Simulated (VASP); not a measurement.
Set up this calculation in VASP 6.6.1, as the native input.

| Item | Value |
| --- | --- |
| Task | single point |
| Functional | PBE |
| Potentials or basis | VASP PAW PBE potentials, release 64 (Si) |
| Cutoff | 520 eV |
| k mesh | 7 × 7 × 7 |
| Occupations | fermi-dirac, width 0.1 eV |
| Spin | no spin polarisation |
| Dipole correction | no |
| Further INCAR settings | ALGO = Normal; EDIFF = 1e-07; NBANDS = 16 |

The structure of Si lies in POSCAR:

```
Si
1.0
   -3.4118578487      3.4118578487      1.9723399433
    3.4118578487     -3.4118578487      1.9723399433
    3.4118578487      3.4118578487     -1.9723399433
Si
4
Direct
    0.1788010600      0.1788010600      0.3576021200
    0.8211989400      0.8211989400      0.6423978800
    0.1788010600      0.8211989400      0.0000000000
    0.8211989400      0.1788010600      0.0000000000
```

These files were run (other wordings do the same):

INCAR

```
PREC = Accurate ; ENCUT = 520
EDIFF = 1E-7 ; ISMEAR = -1
SIGMA = 0.1 ; LREAL = F
LASPH = T ; NELM = 80
ALGO = Normal ; ISIF = 2
LWAVE = F ; LCHARG = T
GGA = PE ; LELF = T
LVHAR = T ; NBANDS = 16
```

KPOINTS

```
regular mesh
0
Gamma
  7 7 7
```

Potentials or basis: VASP PAW PBE potentials, release 64 (Si).

The run is started by

```sh
$ cat potpaw_PBE.64/Si/POTCAR > POTCAR
$ mpirun -np 1 vasp_std > vasp.out
```

It gave:

```yaml
Pressure: -4.4 GPa
Largest_force: 0.107 eV/Å
Band_gap_on_the_k_mesh: 0.67 eV, indirect (least direct gap 0.70 eV)
```

Wall time 62 s on 1 thread of Intel Xeon 6975P-C, with other jobs on the host, peak memory 0.24 GiB.
